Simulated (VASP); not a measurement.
Ru: relaxation of cell and atoms with PBEsol

The system is Ru.

```
CELL_PARAMETERS angstrom
4.24692 0.00000 0.00000
-2.12346 3.67794 0.00000
0.00000 0.00000 2.60336
ATOMIC_POSITIONS crystal
Ru 0.00000 0.00000 0.00000
Ru 0.33333 0.66667 0.50000
Ru 0.66667 0.33333 0.50000
```

```yaml
Program: VASP 6.6.1
Task: relaxation of cell and atoms
Functional: PBEsol
Potentials_or_basis: VASP PAW PBE potentials, release 64 (Ru_pv)
Cutoff: 600 eV
k_mesh: 9 × 9 × 12
Occupations: fermi-dirac, width 0.1 eV
Spin: no spin polarisation
Dipole_correction: no
Further_INCAR_settings: ALGO = Normal; EDIFF = 1e-06; IBRION = 2; EDIFFG = -0.01; NSW = 80; ISIF = 3
```

The relaxed volume is 13.65 Å³/atom and the relaxed cell is a = 4.224 Å, b = 4.224 Å, c = 2.651 Å, α = 90.00°, β = 90.00°, γ = 120.00°. The space group after relaxing (to 0.05 Å) is P6/mmm (No. 191) and the energy gained by relaxing is 7.5 meV/atom. The ionic steps are 5 and the pressure after relaxing is -0.1 GPa. The band gap on the k mesh is zero (band 21 reaches 13.94 eV, above the bottom of band 22 at 11.42 eV).

The path:
```csv
step,energy change (eV),largest force (eV/Å),pressure (GPa),volume (Å³)
1,0.0000,0.0000,1.92,40.66
2,0.0012,0.0000,-4.27,41.60
3,-0.0217,0.0000,-1.38,41.12
4,-0.0173,0.0000,3.33,40.56
5,-0.0226,0.0000,-0.06,40.96
```

Final structure:
```cif
data_structure
_symmetry_space_group_name_H-M 'P 1'
_symmetry_Int_Tables_number 1
_cell_length_a 4.2244
_cell_length_b 4.2244
_cell_length_c 2.6505
_cell_angle_alpha 90.000
_cell_angle_beta 90.000
_cell_angle_gamma 120.000
_cell_volume 40.96
loop_
_atom_site_label
_atom_site_type_symbol
_atom_site_fract_x
_atom_site_fract_y
_atom_site_fract_z
_atom_site_occupancy
Ru1 Ru 0.00000 0.00000 0.00000 1
Ru2 Ru 0.33333 0.66667 0.50000 1
Ru3 Ru 0.66667 0.33333 0.50000 1
```

Levels at points of the mesh, in eV from the Fermi level:
```tsv
k point	band 19	band 20	band 21	band 22	band 23	band 24
(0.00, 0.00, 0.00)	-2.20	-1.48	-1.48	-1.37	-1.37	1.73
(0.00, 0.00, 0.50)	-2.05	0.68	0.68	1.38	1.38	2.53
```

Wall time 7.6 min on 1 thread of Intel Xeon 6975P-C, on a shared host, peak memory 0.24 GiB.

Caveat: the PAW data sets were made with another functional, which shifts forces and pressure a little.
